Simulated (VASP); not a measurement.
Set up this calculation in VASP 6.6.1, as the native input.

```yaml
Task: single point
Functional: PBE
Dispersion: D3(BJ)
Potentials_or_basis: VASP PAW PBE potentials, release 64 (Ti_sv, O)
Cutoff: 520 eV
k_mesh: 6 × 6 × 10
Occupations: gaussian, width 0.02 eV
Spin: no spin polarisation
Dipole_correction: no
Further_INCAR_settings: ALGO = Normal; EDIFF = 1e-07; NBANDS = 33
```

The structure of TiO2 lies in POSCAR:

```
TiO2
1.0
    4.6082639729      0.0000000000      0.0000000000
    0.0000000000      4.6082639729      0.0000000000
    0.0000000000      0.0000000000      2.9542483691
Ti O
2 4
Direct
    0.0000000000      0.0000000000      0.0000000000
    0.5000000000      0.5000000000      0.5000000000
    0.3043786410      0.3043786410      0.0000000000
    0.1956213590      0.8043786410      0.5000000000
    0.6956213590      0.6956213590      0.0000000000
    0.8043786410      0.1956213590      0.5000000000
```

The input as run:

INCAR

```
SYSTEM = TiO2
PREC = Accurate
ENCUT = 520
EDIFF = 1E-7
ISMEAR = 0
SIGMA = 0.02
LREAL = .False.
LASPH = .True.
NELM = 100
ALGO = Normal
ISIF = 2
LWAVE = .False.
LCHARG = .False.
GGA = PE
IVDW = 12
NBANDS = 33
```

KPOINTS

```
regular mesh
0
Gamma
  6 6 10
  0 0 0
```

Potentials or basis: VASP PAW PBE potentials, release 64 (Ti_sv, O).

The run is started by

```sh
$ cat potpaw_PBE.64/Ti_sv/POTCAR potpaw_PBE.64/O/POTCAR > POTCAR
$ mpirun -np 1 vasp_std > vasp.out
```

Results of the run:

```yaml
Pressure: 0.7 GPa
Largest_force: 0.026 eV/Å
Band_gap_on_the_k_mesh: 1.84 eV
Dispersion_energy_per_atom: -0.247 eV
```

Wall time 70 s on 1 thread of Intel(R) Xeon(R) Platinum 8488C (Sapphire Rapids) (shared host), peak memory 0.24 GiB.
